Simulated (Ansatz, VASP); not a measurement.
Cd: VASP beside Ansatz

```
CELL_PARAMETERS angstrom
-1.76648 1.76648 1.78432
1.76648 -1.76648 1.78432
1.76648 1.76648 -1.78432
ATOMIC_POSITIONS crystal
Cd 0.00000 0.00000 0.00000
```

Change from the starting cell: strain -0.0100 x Voigt [1, 1, 0, 0, 0, 0], atoms carried along.

Alike in both runs: task single point; functional r2SCAN; k mesh 18 × 18 × 18; occupations gaussian, width 0.15 eV; no spin polarisation.

|  | VASP | Ansatz |
| --- | --- | --- |
| version | VASP 6.6.1 | Ansatz 0.2.0 |
| potentials or method | VASP PAW PBE potentials, release 64 (Cd), cutoff 520 eV | scalar-relativistic, plane waves, PAW |
| valence electrons in the cell | 12 | 20 |

|  | VASP | Ansatz | Ansatz less VASP |
| --- | --- | --- | --- |
| gap on the k mesh at the Fermi level (eV) | none | none | - |
| pressure (GPa) | -0.1 | -0.4 | -0.29 |
| traceless stress, the component that is largest in VASP (GPa) | 0.20 | 0.21 | +0.004 |

VASP's potentials were made for PBE, not for r2SCAN. A gap of «none» marks a metal or a gap that the smearing closes. The functional is the same, so the differences come from potentials, cutoffs and numerics. VASP's potentials hold 12 valence electrons a cell and Ansatz's 20, so a difference there can come from the potentials and not from the codes.
